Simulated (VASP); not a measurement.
# BN (P2_1) in VASP: single point with r2SCAN

Aim: the single point of BN with r2SCAN.

Program: VASP 6.6.1. These are calculated values, not measurements. Logs are shortened: lines on timing, memory, paths and dates and some standing lists are left out, and cuts for length are marked.

## 1. The cell of the first run

The structure is monoclinic, space group P2_1 (No. 4). Conventional cell: a = 2.535 Å, b = 4.227 Å, c = 2.554 Å, α = 90.00°, β = 119.25°, γ = 90.00°. Within 2.1 Å of B (site symmetry 1) lie 4 N at 1.56 to 1.58 Å. N (site symmetry 1) has 4 B at 1.56 to 1.58 Å within 2.1 Å.

## 2. Single point, r2SCAN (strain +0.0175 x Voigt [0, 0, 0, 0, 0, 1])

File POSCAR:

```
BN
1.0
    2.5539396017      0.0223469715      0.0000000000
   -1.2576167558      2.2006030890      0.0000000000
    0.0000000000      0.0000000000      4.2268550000
B N
2 2
Direct
    0.6666666667      0.3333333333      0.9997240000
    0.3333333333      0.6666666667      0.4997240000
    0.6666666667      0.3333333333      0.6252760000
    0.3333333333      0.6666666667      0.1252760000
```

File INCAR.step1:

```
  PREC = Accurate
  ENCUT = 1460
  ISMEAR = 0
  SIGMA = 0.05
  LREAL = F
  LASPH = T
  NELM = 120
  NBANDS = 16
  GGA = PE
  ALGO = Normal
  EDIFF = 1E-5
  LWAVE = T
  LCHARG = F
  GGA_COMPAT = F
```

File INCAR.step2:

```
  PREC = Accurate
  ENCUT = 1460
  EDIFF = 1E-6
  ISMEAR = 0
  SIGMA = 0.05
  LREAL = F
  LASPH = T
  NELM = 120
  ALGO = Normal
  ISIF = 2
  LWAVE = F
  LCHARG = F
  METAGGA = R2SCAN
  LMIXTAU = T
  NBANDS = 16
  ISTART = 1
  GGA_COMPAT = F
```

File KPOINTS:

```
Automatic mesh
0
Gamma
  12 12 6
```

Potentials or basis: VASP PAW PBE potentials, release 64 (B_h, N_h).

On the command line:

```sh
$ cat potpaw_PBE.64/B_h/POTCAR potpaw_PBE.64/N_h/POTCAR > POTCAR
$ cp INCAR.step1 INCAR
$ mpirun -np 1 vasp_std > vasp.out
$ cp INCAR.step2 INCAR
$ mpirun -np 1 vasp_std > vasp.out
```

OUTCAR:

```text
PREC = Accurate
   ENCUT = 1460
   EDIFF = 1E-6
   ISMEAR = 0
   LREAL = F
   LASPH = T
   NELM = 120
   ISIF = 2
   METAGGA = R2SCAN
   ISTART = 1

 ion  position               nearest neighbor table
   1  0.667  0.333  1.000-
   2  0.333  0.667  0.500-
   3  0.667  0.333  0.625-
   4  0.333  0.667  0.125-

  Warning from LATTYP: Monoclinic adjustment (A1->A3, A2->A1, A3->A2)!
  LATTYP: Found a simple monoclinic cell.
 ALAT       =     2.5346111851
 B/A-ratio  =     1.6676542046
 C/A-ratio  =     1.0076643640
 COS(beta)  =    -0.4885617497

  Lattice vectors:

 A1 = (  -1.2576167558,   2.2006030890,   0.0000000000)
 A2 = (   0.0000000000,   0.0000000000,   4.2268550000)
 A3 = (   2.5539396017,   0.0223469715,   0.0000000000)

Analysis of symmetry for initial positions (statically):
=====================================================================
 Subroutine PRICEL returns:
 Original cell was already a primitive cell.

 Routine SETGRP: Setting up the symmetry group for a
 simple monoclinic supercell.

 Subroutine GETGRP returns: Found  2 space group operations
 (whereof  1 operations were pure point group operations)
 out of a pool of  4 trial point group operations.

The static configuration has the point symmetry C_1 .
 The point group associated with its full space group is C_2 .

Analysis of symmetry for dynamics (positions and initial velocities):
=====================================================================
 Subroutine PRICEL returns:
 Original cell was already a primitive cell.

 Routine SETGRP: Setting up the symmetry group for a
 simple monoclinic supercell.

 Subroutine GETGRP returns: Found  2 space group operations
 (whereof  1 operations were pure point group operations)
 out of a pool of  4 trial point group operations.

The dynamic configuration has the point symmetry C_1 .
 The point group associated with its full space group is C_2 .

 Subroutine INISYM returns: Found  2 space group operations
 (whereof  1 operations are pure point group operations),
 and found     1 'primitive' translations

----------------------------------------------------------------------------------------

                                     Primitive cell

  volume of cell :      23.8746

  direct lattice vectors                    reciprocal lattice vectors
     2.553939602  0.022346971  0.000000000     0.389603719  0.222653584  0.000000000
    -1.257616756  2.200603089  0.000000000    -0.003956399  0.452159852  0.000000000
     0.000000000  0.000000000  4.226855000     0.000000000  0.000000000  0.236582518

  length of vectors
     2.554037368  2.534611185  4.226855000     0.448737870  0.452177161  0.236582518

  position of ions in fractional coordinates (direct lattice)
     0.666666667  0.333333333  0.999724000
     0.333333333  0.666666667  0.499724000
     0.666666667  0.333333333  0.625276000
     0.333333333  0.666666667  0.125276000

  ion indices of the primitive-cell ions
   primitive index   ion index
                 1           1
                 2           2
                 3           3
                 4           4

----------------------------------------------------------------------------------------

 KPOINTS: Automatic mesh

Automatic generation of k-mesh.
 Grid dimensions read from file:
 generate k-points for:   12   12    6

 Generating k-lattice:

  Cartesian coordinates                     Fractional coordinates (reciprocal lattice)
     0.032466977  0.018554465  0.000000000     0.083333333  0.000000000  0.000000000
    -0.000329700  0.037679988  0.000000000    -0.000000000  0.083333333  0.000000000
     0.000000000  0.000000000  0.039430420     0.000000000  0.000000000  0.166666667

  Length of vectors
     0.037394823  0.037681430  0.039430420

  Shift w.r.t. Gamma in fractional coordinates (k-lattice)
     0.000000000  0.000000000  0.000000000

 Subroutine IBZKPT returns following result:
 ===========================================

 Found    296 irreducible k-points:

 Following reciprocal coordinates:
            Coordinates               Weight
  0.000000  0.000000  0.000000      1.000000
  0.083333  0.000000  0.000000      2.000000
  0.166667  0.000000  0.000000      2.000000
  0.250000  0.000000  0.000000      2.000000
  0.333333  0.000000  0.000000      2.000000
  0.416667  0.000000  0.000000      2.000000
[... 16 lines left out ...]
  0.250000  0.166667  0.000000      2.000000
  0.333333  0.166667  0.000000      2.000000
 [... further k-points ...]
   k-points           NKPTS =    296   k-points in BZ     NKDIM =    296   number of bands    NBANDS=     16
   number of dos      NEDOS =    301   number of ions     NIONS =      4
   total plane-waves  NPLWV =  55296
   dimension x,y,z NGX =    32 NGY =   32 NGZ =   54
   dimension x,y,z NGXF=    64 NGYF=   64 NGZF=  108
   ions per type =               2   2
   NGX,Y,Z   is equivalent  to a cutoff of  20.83, 20.99, 21.24 a.u.
   NGXF,Y,Z  is equivalent  to a cutoff of  41.66, 41.98, 42.48 a.u.
 SYSTEM =  unknown system
   PREC   = accura    normal or accurate (medium, high low for compatibility)
   ISTART =      1    job   : 0-new  1-cont  2-samecut
   ICHARG =      0    charge: 1-file 2-atom 10-const
   ISPIN  =      1    spin polarized calculation?
   LNONCOLLINEAR =      F non collinear calculations
   LSORBIT =      F    spin-orbit coupling
   LASPH  =      T    aspherical Exc in radial PAW
   ENCUT  = 1460.0 eV 107.31 Ry   10.36 a.u.   7.96  7.90 13.17*2*pi/ulx,y,z
   NELM   =    120;   NELMIN=  2; NELMDL=  0     # of ELM steps
   EDIFF  = 0.1E-05   stopping-criterion for ELM
   LREAL  =      F    real-space projection
   EDIFFG = 0.1E-04   stopping-criterion for IOM
   NSW    =      0    number of steps for IOM
   IBRION =     -1    ionic relax: 0-MD 1-quasi-New 2-CG
   NFREE  =      0    steps in history (QN), initial steepest desc. (CG)
   ISIF   =      2    stress and relaxation
   ISYM   =      2    0-nonsym 1-usesym 2-fastsym
   POTIM  = 0.5000    time-step for ionic-motion
   TEBEG  =    0.0;   TEEND  =   0.0 temperature during run
   PSTRESS=    0.0 pullay stress
   NELECT =      16.0000    total number of electrons
   NUPDOWN=      -1.0000    fix difference up-down
   EMIN   =  10.00;   EMAX   =-10.00  energy-range for DOS
   EFERMI =   0.00;   METHOD = LEGACY
   ISMEAR =     0;   SIGMA  =   0.05  broadening in eV -4-tet -1-fermi 0-gaus
   EFERMI_NEDOS =   21; number of points for ismear=-14 and -15
   IALGO  =     38    algorithm
   IMIX   =      4    mixing-type and parameters
     AMIX     =   0.40;   BMIX     =  1.00
     AMIX_MAG =   1.60;   BMIX_MAG =  1.00
  volume/ion in A,a.u.               =       5.97        40.28
  Fermi-wavevector in a.u.,A,eV,Ry     =   1.432637  2.707291 27.925261  2.052449
  Thomas-Fermi vector in A             =   2.552243
   LORBIT       =      0    0 simple, 1 ext, 2 COOP (PROOUT), +10 PAW based schemes
   METAGGA = R2SCAN    functional components
   LHFCALC =     F    Hartree Fock is set to
   AEXX    =    0.0000 exact exchange contribution
   IVDW    =     0    specifies the selected vdW correction
   LEPSILON=     F    determine dielectric tensor
   LRPA    =     F    only Hartree local field effects (RPA)
 non-spin polarized calculation
 Gauss-broadening in eV      SIGMA  =   0.05
  energy-cutoff  :     1460.00
  volume of cell :       23.87
 maximum number of plane-waves:      3058
   NGX = 15   NGY = 15   NGZ = 27

 number of electron      16.0000000 magnetization

 Free energy of the ion-electron system (eV)
  ---------------------------------------------------
  ext. energy  EPLUGINS =         0.00000000
  ---------------------------------------------------
  free energy    TOTEN  =       -38.31574794 eV

  energy without entropy =      -38.31574794  energy(sigma->0) =      -38.31574794

 E-fermi :   9.2595     XC(G=0): -13.6899

 val. band max:        8.9937357149   @ k =   0.0000   0.0000   0.0000
 cond. band min:      14.6802078503   @ k =   0.3333   0.3333   0.0000
 fundamental gap:      5.6864721354
 Fermi energy:         9.2594686723

 k-point     1 :       0.0000    0.0000    0.0000
  band No.  band energies     occupation
      1     -12.4036      2.00000
      2      -8.2295      2.00000
      3      -2.2692      2.00000
      4       6.7041      2.00000
      5       6.8240      2.00000
      6       8.6632      2.00000
[... 8 lines left out ...]
     15      21.8361      0.00000
     16      26.2150      0.00000

 k-point     2 :       0.0833    0.0000    0.0000
  band No.  band energies     occupation
      1     -12.2511      2.00000
      2      -8.1138      2.00000
      3      -2.1173      2.00000
      4       5.9758      2.00000
      5       6.5441      2.00000
      6       8.2889      2.00000
[... 8 lines left out ...]
     15      22.2491      0.00000
     16      25.9354      0.00000

 k-point     3 :       0.1667    0.0000    0.0000
  band No.  band energies     occupation
      1     -11.7990      2.00000
      2      -7.7840      2.00000
      3      -1.6680      2.00000
      4       4.2335      2.00000
      5       5.8930      2.00000
      6       6.8080      2.00000
[... 8 lines left out ...]
     15      23.4205      0.00000
     16      25.1061      0.00000

 k-point     4 :       0.2500    0.0000    0.0000
  band No.  band energies     occupation
      1     -11.0668      2.00000
      2      -7.3058      2.00000
      3      -0.9434      2.00000
      4       2.1985      2.00000
      5       4.9656      2.00000
      6       5.1584      2.00000
[... 8 lines left out ...]
     15      24.9380      0.00000
     16      25.1243      0.00000
[... 324 lines left out ...]
 k-point    22 :       0.1667    0.1667    0.0000
  band No.  band energies     occupation
      1     -10.6384      2.00000
      2      -7.0491      2.00000
      3      -0.5187      2.00000
      4       2.1461      2.00000
      5       3.0969      2.00000
      6       5.1904      2.00000
[... 8 lines left out ...]
     15      25.4175      0.00000
     16      25.5936      0.00000

 k-point    23 :       0.2500    0.1667    0.0000
  band No.  band energies     occupation
      1      -9.7034      2.00000
      2      -6.6562      2.00000
      3       0.3934      2.00000
      4       0.7699      2.00000
      5       2.0751      2.00000
      6       3.9197      2.00000
[... 8 lines left out ...]
     15      25.2773      0.00000
     16      26.0633      0.00000

 k-point    24 :       0.3333    0.1667    0.0000
  band No.  band energies     occupation
      1      -8.6702      2.00000
      2      -6.5829      2.00000
      3      -0.3049      2.00000
      4       1.2828      2.00000
      5       1.6745      2.00000
      6       2.7927      2.00000
[... 8 lines left out ...]
     15      25.7646      0.00000
     16      26.4982      0.00000

 [... further k-points ...]

------------------------ aborting loop because EDIFF is reached ----------------------------------------

  FORCE on cell =-STRESS in cart. coord.  units (eV):
  Direction    XX          YY          ZZ          XY          YZ          ZX
  --------------------------------------------------------------------------------------
  -------------------------------------------------------------------------------------
  Total       -0.7234925     -0.7102352     -0.8353130     -1.0954038      0.0000000      0.0000000
  in kB      -48.5521704    -47.6624957    -56.0562278    -73.5104116      0.0000000      0.0000000
  external PRESSURE =     -50.7569646 kB  Pullay stress =       0.0000000 kB

 VOLUME and BASIS-vectors are now :
 -----------------------------------------------------------------------------
  energy-cutoff  :     1460.00
  volume of cell :       23.87
      direct lattice vectors                 reciprocal lattice vectors
     2.553939602  0.022346971  0.000000000     0.389603719  0.222653584  0.000000000
    -1.257616756  2.200603089  0.000000000    -0.003956399  0.452159852  0.000000000
     0.000000000  0.000000000  4.226855000     0.000000000  0.000000000  0.236582518

 POSITION                                       TOTAL-FORCE (eV/Angst)
 -----------------------------------------------------------------------------------
      1.28342      0.74843      4.22569         0.017791     -0.005895      0.020059
      0.01290      1.47452      2.11226        -0.017791      0.005895      0.020059
      1.28342      0.74843      2.64295         0.063858     -0.006077     -0.020059
      0.01290      1.47452      0.52952        -0.063858      0.006077     -0.020059
 -----------------------------------------------------------------------------------
    total drift:                                0.000000      0.000000     -0.007137

  FREE ENERGIE OF THE ION-ELECTRON SYSTEM (eV)
  ---------------------------------------------------
  free  energy   TOTEN  =       -38.3157479366 eV

  energy  without entropy=      -38.3157479366  energy(sigma->0) =      -38.31574794
```

Run time: 8.6 min. Hardware: 1 thread of Intel Xeon 6975P-C (Granite Rapids), shared host; peak memory 0.56 GiB.

Results:

```yaml
Free_energy: -38.3157 eV
Pressure: -5.1 GPa
Largest_force: 0.067 eV/Å
Band_gap_on_the_k_mesh: 5.69 eV (least direct gap 8.80 eV)
```

Forces on the atoms (eV/Å):
```
B    0.018 -0.006  0.020
B   -0.018  0.006  0.020
N    0.064 -0.006 -0.020
N   -0.064  0.006 -0.020
```

Caveat: the cell differs from its parent crystal (strain +0.0175 x Voigt [0, 0, 0, 0, 0, 1]); the cell stands under tension; the PAW data sets were made with another functional, which shifts forces and pressure a little.
